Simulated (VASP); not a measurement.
Write the native input for VASP 6.6.1 that does the following.

```yaml
Task: single point
Functional: r2SCAN
Potentials_or_basis: VASP PAW PBE potentials, release 64 (Ru_pv)
Cutoff: 520 eV
k_mesh: 13 × 13 × 8
Occupations: gaussian, width 0.03 eV
Spin: no spin polarisation
Dipole_correction: no
Further_INCAR_settings: ALGO = Normal; EDIFF = 1e-06; NBANDS = 21
```

Crystal: Ru.

```xyz
2
Lattice="2.7059 0.0000 0.0000 -1.3530 2.3434 0.0000 0.0000 0.0000 4.2579" Properties=species:S:1:pos:R:3 pbc="T T T"
Ru    0.0000    1.5623    1.0645
Ru    1.3530    0.7811    3.1934
```

These files were run (other wordings do the same):

POSCAR

```
Ru
1.0
    2.7059477279      0.0000000000      0.0000000000
   -1.3529738639      2.3434194737      0.0000000000
    0.0000000000      0.0000000000      4.2579056513
Ru
2
Direct
    0.3333333333      0.6666666667      0.2500000000
    0.6666666667      0.3333333333      0.7500000000
```

INCAR.step1

```
PREC = Accurate
ENCUT = 520
ISMEAR = 0
SIGMA = 0.03
LREAL = F
LASPH = T
NELM = 100
NBANDS = 21
GGA = PE
ALGO = Normal
EDIFF = 1E-4
LWAVE = T
LCHARG = F
```

INCAR.step2

```
PREC = Accurate
ENCUT = 520
EDIFF = 1E-6
ISMEAR = 0
SIGMA = 0.03
LREAL = F
LASPH = T
NELM = 100
ALGO = Normal
ISIF = 2
LWAVE = F
LCHARG = T
METAGGA = R2SCAN
LMIXTAU = T
LELF = T
LVHAR = T
NBANDS = 21
ISTART = 1
```

KPOINTS

```
Automatic mesh
0
Gamma
  13 13 8
```

Potentials or basis: VASP PAW PBE potentials, release 64 (Ru_pv).

Run with:

```console
$ cat potpaw_PBE.64/Ru_pv/POTCAR > POTCAR
$ cp INCAR.step1 INCAR
$ mpirun -np 1 vasp_std > vasp.out
$ cp INCAR.step2 INCAR
$ mpirun -np 1 vasp_std > vasp.out
```

It gave:

The pressure is 1.3 GPa. The band gap on the k mesh is zero (bands 14 and 15 overlap by 3.25 eV).

Caveat: the PAW data sets were made with another functional, which shifts forces and pressure a little.

Wall time 2.3 min on 1 thread of Intel(R) Xeon(R) Platinum 8559C (Emerald Rapids) (shared host), peak memory 0.17 GiB.
